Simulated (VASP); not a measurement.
Write the native input for VASP 6.6.1 that does the following.

```
Task                   : single point
Functional             : PBE
Potentials or basis    : VASP PAW PBE potentials, release 64 (Li_sv, Tm_3, H), 4f in core
Cutoff                 : 750 eV
k mesh                 : 4 × 4 × 4
Occupations            : gaussian, width 0.15 eV
Spin                   : no spin polarisation
Dipole correction      : no
Further INCAR settings : ALGO = Normal; EDIFF = 1e-06; NBANDS = 17
```

The structure of LiTmH4 lies in POSCAR:

```
LiTmH4
1.0
   -2.5818872943      2.5818872943      2.4128527116
    2.5818872943     -2.5818872943      2.4128527116
    2.5818872943      2.5818872943     -2.4128527116
Li Tm H
1 1 4
Direct
    0.0000000000      0.0000000000      0.0000000000
    0.7500000000      0.2500000000      0.5000000000
    0.6752460601      0.1532706783     -0.0497037511
    0.2750501888      0.3247539399      0.4780246181
    0.8467293217     -0.2029744294      0.5219753819
    1.2029744294      0.7249498112      1.0497037511
```

The cell was generated, and may not be a known phase.

The input as run:

INCAR

```
SYSTEM = LiTmH4
  PREC = Accurate
  ENCUT = 750
  EDIFF = 1E-6
  ISMEAR = 0
  SIGMA = 0.15
  LREAL = .FALSE.
  LASPH = .TRUE.
  NELM = 200
  ALGO = Normal
  ISIF = 2
  LWAVE = .FALSE.
  LCHARG = .FALSE.
  GGA = PE
  NBANDS = 17
  GGA_COMPAT = .FALSE.
  LMAXMIX = 6
```

KPOINTS

```
regular mesh
0
G
  4 4 4
  0 0 0
```

Potentials or basis: VASP PAW PBE potentials, release 64 (Li_sv, Tm_3, H), 4f in core.

Run with:

```bash
$ cat potpaw_PBE.64/Li_sv/POTCAR potpaw_PBE.64/Tm_3/POTCAR potpaw_PBE.64/H/POTCAR > POTCAR
$ mpirun -np 1 vasp_std > vasp.out
```

It gave:

```yaml
Pressure: 0.5 GPa
Largest_force: 0.078 eV/Å
Band_gap_on_the_k_mesh: 1.44 eV (least direct gap 1.90 eV)
```

Caveat: the k points lie up to 0.45 Å⁻¹ apart; spin-orbit coupling is left out, which moves the levels of the heavy elements; the 4f electrons are frozen in the core, so they carry no moment and show no levels.

It took 28 s on 1 thread of Intel Xeon 8259CL, with other jobs on the host, peak memory 0.25 GiB.
